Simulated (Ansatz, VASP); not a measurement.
# Two plane-wave programs on Si2N

```
Si N
1.0
     3.76875    0.00000    0.00000
     0.00000    3.76875    0.00000
     0.00000    0.00000    2.63201
Si N
2 1
Direct
  0.00000 0.50000 0.50000
  0.50000 0.00000 0.50000
  0.50000 0.50000 0.50000
```

Alike in both runs: functional PBE; k mesh 4 × 4 × 6; occupations gaussian, width 0.1 eV; no spin polarisation.

Ansatz relaxed the structure, and its values are those at the end. VASP's run is a single point on that final structure, the one shown.

```csv
,VASP,Ansatz
version,VASP 6.6.1,Ansatz 0.2.0
potentials or method,"VASP PAW PBE potentials, release 64 (Si, N), cutoff 520 eV","scalar-relativistic, plane waves, PAW"
valence electrons in the cell,13,13
```

```tsv
	VASP	Ansatz	Ansatz less VASP
gap on the k mesh at the Fermi level (eV)	none	none	-
pressure (GPa)	0.1	0.1	0.00
```

A gap of «none» marks a metal or a gap that the smearing closes. The functional is the same, so the differences come from potentials, cutoffs and numerics.

The k mesh is coarse, so the values compare programs but aren't converged.
